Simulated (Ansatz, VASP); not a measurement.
**KF in VASP and in Ansatz**

INCAR

```
  PREC = Accurate
  ENCUT = 520
  EDIFF = 1E-7
  ISMEAR = -1
  SIGMA = 0.01
  LREAL = F
  LASPH = T
  NELM = 80
  ALGO = Normal
  ISIF = 2
  LWAVE = F
  LCHARG = F
  GGA = PE
  NBANDS = 15
```

Contents of KPOINTS:

```
regular mesh
0
Gamma
  9 9 9
```

The input POSCAR:

```
KF
1.0
    0.0000000000      2.7259348808      2.7259348808
    2.7259348808      0.0000000000      2.7259348808
    2.7259348808      2.7259348808      0.0000000000
K F
1 1
Direct
    0.0000000000      0.0000000000      0.0000000000
    0.5000000000      0.5000000000      0.5000000000
```

Input for Ansatz:

```yaml
crystal:
  lattice:
    - [0.0, 2.7259348808, 2.7259348808]
    - [2.7259348808, 0.0, 2.7259348808]
    - [2.7259348808, 2.7259348808, 0.0]
  atoms:
    - { symbol: K, position: [0.0, 0.0, 0.0] }
    - { symbol: F, position: [0.5, 0.5, 0.5] }
kpoints:
  mp_grid: { grid: [9, 9, 9] }
scf:
  occupations: { method: fermi_dirac, width: 0.01 }
hamiltonian:
  xc: pbe
  pseudopotentials: { kind: all_electron, lapw: { basis_error: 0.001 } }
output:
  forces: true
  stress: true
  eigenvalues: true
```

Change from the starting cell: volume scaled by 1.06.

Alike in both runs: task single point; functional PBE; k mesh 9 × 9 × 9; occupations fermi-dirac, width 0.01 eV; no spin polarisation.

|  | VASP | Ansatz |
| --- | --- | --- |
| version | VASP 6.6.1 | Ansatz 0.2.0 |
| potentials or method | VASP PAW PBE potentials, release 64 (K_sv, F), cutoff 520 eV | all-electron LAPW, scalar-relativistic |

```tsv
	VASP	Ansatz	Ansatz less VASP
gap on the k mesh at the Fermi level (eV)	5.86	5.87	+0.010
pressure (GPa)	-0.5	-0.5	0.00
```

Ansatz ran all-electron here, and VASP with PAW potentials.
